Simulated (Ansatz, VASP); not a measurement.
**LiF: VASP beside Ansatz**

Contents of POSCAR:

```
LiF
1.0
   -0.0248694010      1.9700023396      1.9700023396
    1.9700023396     -0.0248694010      1.9700023396
    1.9700023396      1.9700023396     -0.0248694010
Li F
1 1
Direct
    0.0000000000      0.0000000000      0.0000000000
    0.5000000000      0.5000000000      0.5000000000
```

Contents of INCAR.step1:

```
PREC = Accurate ; ENCUT = 520
ISMEAR = 0 ; SIGMA = 0.01
LREAL = F ; LASPH = T
NELM = 60 ; NBANDS = 12
GGA = PE ; ALGO = Normal
EDIFF = 1E-4 ; LWAVE = T
LCHARG = F
```

INCAR.step2

```
PREC = Accurate ; ENCUT = 520
EDIFF = 1E-6 ; ISMEAR = 0
SIGMA = 0.01 ; LREAL = F
LASPH = T ; NELM = 60
ALGO = Normal ; ISIF = 2
LWAVE = F ; LCHARG = T
METAGGA = R2SCAN ; LMIXTAU = T
LELF = T ; LVHAR = T
NBANDS = 12 ; ISTART = 1
```

The input KPOINTS:

```
Automatic mesh
0
Gamma
  10 10 10
```

Input for Ansatz:

```yaml
crystal:
  lattice:
    - [-0.024869401, 1.9700023396, 1.9700023396]
    - [1.9700023396, -0.024869401, 1.9700023396]
    - [1.9700023396, 1.9700023396, -0.024869401]
  atoms:
    - { symbol: Li, position: [0.0, 0.0, 0.0] }
    - { symbol: F, position: [0.5, 0.5, 0.5] }
kpoints:
  mp_grid: { grid: [10, 10, 10] }
  band_path:
    path:
      - [0.0, 0.0, 0.0]
      - [0.5, 0.0, 0.5]
      - [0.625, 0.25, 0.625]
      - [0.375, 0.375, 0.75]
      - [0.5, 0.5, 0.5]
      - [0.5, 0.25, 0.75]
    npoints: 1
hamiltonian:
  xc: r2scan
scf:
  occupations: { method: fixed }
  n_extra_bands: 4
output:
  forces: true
  stress: true
  eigenvalues: true
```

Change from the starting cell: shear_111 strain -1.9%.

Alike in both runs: task single point; functional r2SCAN; k mesh 10 × 10 × 10; no spin polarisation.

|  | VASP | Ansatz |
| --- | --- | --- |
| version | VASP 6.6.1 | Ansatz 0.2.0 |
| potentials or method | VASP PAW PBE potentials, release 64 (Li_sv, F) | plane waves, PAW |
| plane-wave cutoff (eV) | 520 | 500 |
| occupations | gaussian, width 0.01 eV | fixed |
| valence electrons in the cell | 10 | 10 |

|  | VASP | Ansatz | Ansatz less VASP |
| --- | --- | --- | --- |
| gap on the k mesh at the Fermi level (eV) | 10.67 | 10.44 | -0.227 |

VASP's potentials were made for PBE, not for r2SCAN.

Noted on VASP's run: the cutoff is short for stress, so the pressure is rough.
